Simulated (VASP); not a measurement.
# Al32Ga (a cell with a defect) in VASP: notebook, part 2 of 2

VASP 6.6.1. Earlier steps stand in the parts before.

## 3. Single point, LDA

The input, INCAR:

```
ALGO = Normal
EDIFF = 1E-7
ENCUT = 520
ISIF = 2
ISMEAR = 0
LASPH = True
LCHARG = True
LELF = True
LREAL = Auto
LVHAR = True
LWAVE = False
NBANDS = 76
NELM = 60
PREC = Accurate
SIGMA = 0.05
```

The input, KPOINTS:

```
k-points
0
Gamma
  2 2 2
```

The input, POSCAR:

```
Al32Ga
1.0
    8.1000000000      0.0000000000      0.0000000000
    0.0000000000      8.1000000000      0.0000000000
    0.0000000000      0.0000000000      8.1000000000
Al Ga
32 1
Direct
    0.5124599200     -0.0002322664     -0.0002026030
    0.7496754233      0.2372625078     -0.0002015619
    0.7498189285     -0.0001356525      0.2524618780
   -0.0127902916     -0.0002326852     -0.0002016024
    0.2499205543      0.1958894026     -0.0000742611
    0.5532253019      0.4999302899     -0.0000764745
    0.7496755988      0.7624867910     -0.0002020476
    0.2497578146     -0.0002320936      0.2624805010
    0.5020591930      0.2475560079      0.2520945765
    0.7496756253      0.4998245017      0.2624716312
    0.5024268752     -0.0001356224      0.4998456507
    0.7498170658      0.2471885084      0.4998439036
    0.7498168893     -0.0001373187      0.7471641318
   -0.0542677307      0.4999321845     -0.0000739866
    0.2499189600      0.8033880776     -0.0000751199
   -0.0024449900      0.2476151958      0.2520277235
    0.2499185366      0.4999311757      0.3033264046
    0.5021040952      0.7521624496      0.2521388837
   -0.0028724318     -0.0001374281      0.4998436288
    0.2497587149      0.2372579081      0.4997312680
    0.5124564690      0.4998241305      0.4997315382
    0.7498189200      0.7524856002      0.4998455962
    0.2497587811     -0.0002326522      0.7372361412
    0.5020055713      0.2476026616      0.7475785025
    0.7496754861      0.4998249887      0.7372438944
   -0.0024840100      0.7520977518      0.2520737462
   -0.0127871075      0.4998249109      0.4997312793
    0.2497579698      0.7624921785      0.4997317067
   -0.0023941082      0.2476679998      0.7476429226
    0.2499208310      0.4999321503      0.6958292226
    0.5020513215      0.7521107350      0.7475393741
   -0.0024376562      0.7520436248      0.7475983580
    0.2492960793      0.4995121060     -0.0005701163
```

Potentials or basis: VASP PAW LDA potentials, release 64 (Al, Ga_d).

On the command line:

```bash
cat potpaw_LDA.64/Al/POTCAR potpaw_LDA.64/Ga_d/POTCAR > POTCAR
mpirun -np 1 vasp_std > vasp.out
```

OUTCAR:

```text
EDIFF = 1E-7
   ENCUT = 520
   ISIF = 2
   ISMEAR = 0
   LASPH = True
   LREAL = Auto
   NELM = 60
   PREC = Accurate

 ion  position               nearest neighbor table
   1  0.512  1.000  1.000-   5 2.65  15 2.66   7 2.72   2 2.72  13 2.81   3 2.81  31 2.86  18 2.86
                            24 2.87   9 2.87  23 3.01   8 3.01
   2  0.750  0.237  1.000-  14 2.65   6 2.66   1 2.72   4 2.72  13 2.81   3 2.81  24 2.86   9 2.86
                            29 2.87  16 2.87  25 3.01  10 3.01
   3  0.750  1.000  0.252-   1 2.81   7 2.81   4 2.81   2 2.81  19 2.83  12 2.83  22 2.83  11 2.83
                            18 2.84   9 2.84  26 2.84  16 2.84
[... 855 lines left out ...]
  in kB        6.9090419      6.9128457      6.9102639     -0.0159707     -0.0124818     -0.0211804
  external PRESSURE =       6.9107171 kB  Pullay stress =       0.0000000 kB

 VOLUME and BASIS-vectors are now :
 -----------------------------------------------------------------------------
  energy-cutoff  :      520.00
  volume of cell :      531.44
      direct lattice vectors                 reciprocal lattice vectors
     8.100000000  0.000000000  0.000000000     0.123456790  0.000000000  0.000000000
     0.000000000  8.100000000  0.000000000     0.000000000  0.123456790  0.000000000
     0.000000000  0.000000000  8.100000000     0.000000000  0.000000000  0.123456790

 POSITION                                       TOTAL-FORCE (eV/Angst)
 -----------------------------------------------------------------------------------
      4.15093      8.09812      8.09836         0.008685      0.000505     -0.000224
      6.07237      1.92183      8.09837         0.001115     -0.009472     -0.000145
      6.07353      8.09890      2.04494         0.000089     -0.000101     -0.006374
      7.99640      8.09812      8.09837        -0.009513      0.000909     -0.000175
      2.02436      1.58670      8.09940        -0.000720     -0.019244     -0.000458
      4.48112      4.04944      8.09938         0.015915     -0.000697     -0.000728
[... 25 lines left out ...]
      8.08025      6.09155      6.05555        -0.002492      0.002044     -0.002429
      2.01930      4.04605      8.09538         0.007800      0.005640      0.006575
 -----------------------------------------------------------------------------------
    total drift:                               -0.003339     -0.001190     -0.003626

  FREE ENERGIE OF THE ION-ELECTRON SYSTEM (eV)
  ---------------------------------------------------
  free  energy   TOTEN  =      -136.6134650348 eV

  energy  without entropy=     -136.5971086442  energy(sigma->0) =     -136.60528684
```

Run time: 12 min. Hardware: 1 thread of Oxide Virtual Turin-like, shared host; peak memory 0.45 GiB.

What came out:

| Property | Result |
| --- | --- |
| Free energy | -136.6135 eV |
| Pressure | 0.7 GPa |
| Largest force | 0.019 eV/Å |
| Band gap on the k mesh | zero (an odd number of electrons rules out a gap without spin polarisation) |

Forces in eV/Å, atoms in the order of the input:
```
Al   0.009  0.001  0.000
Al   0.001 -0.009  0.000
Al   0.000  0.000 -0.006
Al  -0.010  0.001  0.000
Al  -0.001 -0.019  0.000
Al   0.016 -0.001 -0.001
Al   0.001  0.009  0.000
Al   0.000  0.000  0.009
Al   0.002 -0.003  0.002
Al   0.001  0.000  0.009
Al  -0.006  0.000  0.000
Al   0.000  0.006  0.000
Al   0.000  0.000  0.006
Al  -0.018  0.000  0.000
Al  -0.001  0.016 -0.001
Al  -0.002 -0.002  0.002
Al  -0.001 -0.001  0.016
Al   0.002  0.003  0.003
Al   0.007  0.000  0.000
Al   0.000 -0.009  0.001
Al   0.009  0.000  0.001
Al   0.000 -0.006  0.000
Al   0.000  0.001 -0.009
Al   0.002 -0.002 -0.003
Al   0.001  0.000 -0.010
Al  -0.003  0.002  0.002
Al  -0.010  0.000  0.001
Al  -0.001  0.009  0.000
Al  -0.003 -0.003 -0.003
Al  -0.001  0.000 -0.019
Al   0.002  0.002 -0.003
Al  -0.002  0.002 -0.002
Ga   0.008  0.006  0.007
```

Levels at points of the mesh, in eV from the Fermi level:
| k point | band 50 | band 51 | band 52 | band 53 | band 54 | band 55 | band 56 | band 57 | band 58 | band 59 |
| --- | --- | --- | --- | --- | --- | --- | --- | --- | --- | --- |
| (0.00, 0.00, 0.00) | -0.35 | -0.04 | -0.04 | 0.03 | 0.56 | 0.56 | 0.56 | 0.81 | 0.81 | 0.81 |
| (0.50, 0.00, 0.00) | -0.36 | -0.36 | -0.31 | -0.31 | -0.24 | -0.21 | -0.02 | 0.42 | 0.84 | 1.02 |
| (0.00, 0.50, 0.00) | -0.36 | -0.36 | -0.31 | -0.31 | -0.24 | -0.21 | -0.02 | 0.42 | 0.84 | 1.02 |
| (0.00, 0.00, 0.50) | -0.36 | -0.36 | -0.31 | -0.31 | -0.24 | -0.21 | -0.02 | 0.42 | 0.84 | 1.02 |
| (0.50, 0.50, 0.00) | -0.45 | -0.45 | -0.37 | -0.32 | 0.56 | 0.56 | 0.76 | 0.83 | 1.07 | 1.07 |
| (0.00, 0.50, 0.50) | -0.45 | -0.45 | -0.37 | -0.32 | 0.56 | 0.56 | 0.76 | 0.83 | 1.07 | 1.07 |
| (0.50, 0.00, 0.50) | -0.45 | -0.45 | -0.37 | -0.32 | 0.56 | 0.56 | 0.76 | 0.83 | 1.07 | 1.07 |
| (0.50, 0.50, 0.50) | -0.75 | -0.71 | -0.71 | -0.57 | -0.57 | -0.57 | -0.50 | -0.50 | -0.45 | 0.10 |

Caveat: the k points lie up to 0.39 Å⁻¹ apart, too coarse for converged energies and pressures of a metal.

## 4. Single point, LDA

The input, INCAR:

```
ALGO = Normal ; EDIFF = 1E-6
ENCUT = 520 ; GGA = CA
ISIF = 2 ; ISMEAR = 0
LASPH = True ; LCHARG = False
LREAL = Auto ; LWAVE = False
NBANDS = 76 ; NELM = 80
PREC = Accurate ; SIGMA = 0.05
```

KPOINTS is that of step 3.

The input, POSCAR:

```
Al32Ga
1.0
    8.1000000000      0.0000000000      0.0000000000
    0.0000000000      8.1000000000      0.0000000000
    0.0000000000      0.0000000000      8.1000000000
Al Ga
32 1
Direct
    0.5001696296     -0.0129979012      0.0003277778
    0.6959685185      0.2499112346      0.0002995062
    0.7478033333     -0.0024480247      0.2526845679
    0.0001535802     -0.0543345679      0.0002948148
    0.3044109877      0.2499092593      0.0002932099
    0.5001708642      0.5128129630      0.0003392593
    0.7372513580      0.7498977778      0.0003429630
    0.2525229630     -0.0024581481      0.2526866667
    0.5001643210      0.2499070370      0.2632182716
    0.7478060494      0.5022572840      0.2526904938
    0.5001601235     -0.0029255556      0.5003132099
    0.7372503704      0.2498967901      0.5003491358
    0.7477912346     -0.0024795062      0.7479512346
    0.0001524691      0.5541071605      0.0003000000
    0.2630623457      0.7498992593      0.0003245679
    0.0001601235      0.2499056790      0.3046245679
    0.2525169136      0.5022639506      0.2526851852
    0.5001622222      0.7499041975      0.2531529630
    0.0001653086     -0.0130017284      0.5003450617
    0.2630664198      0.2499017284      0.5003439506
    0.5001586420      0.5027307407      0.5003122222
    0.7473344444      0.7499066667      0.5003119753
    0.2525291358     -0.0024602469      0.7479583951
    0.5001787654      0.2498924691      0.7374022222
    0.7477772840      0.5022904938      0.7479416049
    0.0001553086      0.7499024691      0.2632186420
    0.0001702469      0.5128146914      0.5003486420
    0.2529907407      0.7499049383      0.5003143210
    0.0001483951      0.2499127160      0.6961824691
    0.2525413580      0.5022695062      0.7479546914
    0.5001564198      0.7499076543      0.7474922222
    0.0001787654      0.7498929630      0.7374020988
    0.0001980247      0.2498808642      0.0004313580
```

On the command line:

```bash
cat potpaw_LDA.64/Al/POTCAR potpaw_LDA.64/Ga_d/POTCAR > POTCAR
mpirun -np 1 vasp_std > vasp.out
```

It took 11 min on 1 thread of Oxide Virtual Turin-like, shared host; peak memory 0.45 GiB.

It converged, with:

```
Free energy            : -136.6136 eV
Pressure               : 0.7 GPa
Largest force          : 0.014 eV/Å
Band gap on the k mesh : zero (an odd number of electrons rules out a gap without spin polarisation)
```

Forces on the atoms (eV/Å):
```
Al  -0.001  0.001  0.000
Al   0.008  0.000  0.000
Al   0.004  0.004 -0.005
Al   0.000  0.008  0.001
Al  -0.009  0.000  0.001
Al   0.000 -0.001  0.000
Al   0.001  0.000  0.000
Al  -0.005  0.005 -0.005
Al   0.000  0.000 -0.002
Al   0.005 -0.005 -0.005
Al   0.000  0.013  0.000
Al   0.001  0.000  0.000
Al   0.006  0.005  0.006
Al   0.000 -0.008  0.000
Al  -0.001  0.001  0.000
Al   0.000  0.000 -0.009
Al  -0.004 -0.004 -0.005
Al   0.000  0.000 -0.013
Al  -0.001  0.001  0.000
Al  -0.002  0.001  0.000
Al   0.001 -0.014  0.000
Al   0.014  0.000  0.000
Al  -0.005  0.005  0.005
Al   0.000  0.000  0.001
Al   0.005 -0.005  0.005
Al   0.000  0.000 -0.002
Al   0.000 -0.001  0.000
Al  -0.013  0.001  0.000
Al   0.000  0.000  0.008
Al  -0.005 -0.006  0.006
Al   0.000  0.000  0.014
Al  -0.001  0.000  0.001
Ga  -0.001  0.000 -0.002
```

Levels at points of the mesh, in eV from the Fermi level:
```tsv
k point	band 51	band 52	band 53	band 54	band 55	band 56	band 57	band 58
(0.00, 0.00, 0.00)	-0.04	-0.04	0.03	0.56	0.56	0.56	0.81	0.81
(0.50, 0.00, 0.00)	-0.35	-0.31	-0.31	-0.23	-0.21	-0.02	0.43	0.84
(0.00, 0.50, 0.00)	-0.35	-0.31	-0.31	-0.23	-0.21	-0.02	0.43	0.84
(0.00, 0.00, 0.50)	-0.35	-0.31	-0.31	-0.23	-0.21	-0.02	0.43	0.84
(0.50, 0.50, 0.00)	-0.45	-0.38	-0.31	0.57	0.57	0.76	0.82	1.07
(0.00, 0.50, 0.50)	-0.45	-0.38	-0.31	0.57	0.57	0.76	0.82	1.07
(0.50, 0.00, 0.50)	-0.45	-0.38	-0.31	0.57	0.57	0.76	0.82	1.07
(0.50, 0.50, 0.50)	-0.71	-0.71	-0.56	-0.56	-0.56	-0.50	-0.50	-0.45
```

Caveat: the k points lie up to 0.39 Å⁻¹ apart, too coarse for converged energies and pressures of a metal.
